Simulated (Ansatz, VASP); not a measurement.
# SiC5: VASP beside Ansatz

```
Si C
1.0
     3.33339    0.00000    0.00000
     0.00000    3.33339    0.00000
     0.00000    0.00000    8.54279
Si C
1 5
Direct
  0.50000 0.50000 0.50000
  0.19935 0.50000 0.00000
  0.80065 0.50000 0.00000
  0.50000 0.19935 0.00000
  0.50000 0.80065 0.00000
  0.00000 0.00000 0.50000
```

Alike in both runs: task relaxation of cell and atoms; functional PBE; k mesh 12 × 12 × 6; occupations gaussian, width 0.1 eV; no spin polarisation.

|  | VASP | Ansatz |
| --- | --- | --- |
| version | VASP 6.6.1 | Ansatz 0.2.0 |
| potentials or method | VASP PAW PBE potentials, release 64 (Si, C), cutoff 600 eV | scalar-relativistic, plane waves, PAW |
| valence electrons in the cell | 24 | 24 |

|  | VASP | Ansatz | Ansatz less VASP |
| --- | --- | --- | --- |
| gap on the k mesh at the Fermi level, each at its own relaxed structure (eV) | none | none | - |
| relaxed volume (Å³/atom) | 15.75 | 15.82 | +0.068 |
| relaxed cell length with the largest relative difference (Å) | 8.505 | 8.543 | +0.0381 |

A gap of «none» marks a metal or a gap that the smearing closes.
